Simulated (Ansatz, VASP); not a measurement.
**Se: VASP beside Ansatz**

```
Se
1.0
     4.36620    0.00000    0.00000
    -2.18310    3.78124    0.00000
     0.00000    0.00000    4.95360
Se
3
Direct
  0.77460 0.77460 0.00000
  0.00000 0.22540 0.66667
  0.22540 0.00000 0.33333
```

Alike in both runs: task relaxation of cell and atoms; functional BLYP; dispersion D4; k mesh 7 × 7 × 6; occupations fermi-dirac, width 0.05 eV; no spin polarisation.

```csv
,VASP,Ansatz
version,VASP 6.6.1,Ansatz 0.2.0
potentials or method,"VASP PAW PBE potentials, release 64 (Se)",Ansatz PAW
plane-wave cutoff (eV),600,420
valence electrons in the cell,18,48
```

```tsv
	VASP	Ansatz	Ansatz less VASP
gap on the k mesh at the Fermi level, each at its own relaxed structure (eV)	0.90	0.92	+0.013
relaxed volume (Å³/atom)	25.23	25.19	-0.045
relaxed length of the cell vector where the two differ most in proportion (Å)	5.178	5.167	-0.0101
```

VASP's potentials were made for PBE, not for BLYP. VASP's potentials hold 18 valence electrons a cell and Ansatz's 48, so a difference there can come from the potentials and not from the codes.

Noted on Ansatz's run: odd divisions of the mesh miss points on the zone boundary, where band edges often lie, so the gap on the mesh can be too wide; the plane-wave basis is chosen anew once the cell has moved, so the energies of steps on either side of that aren't comparable.
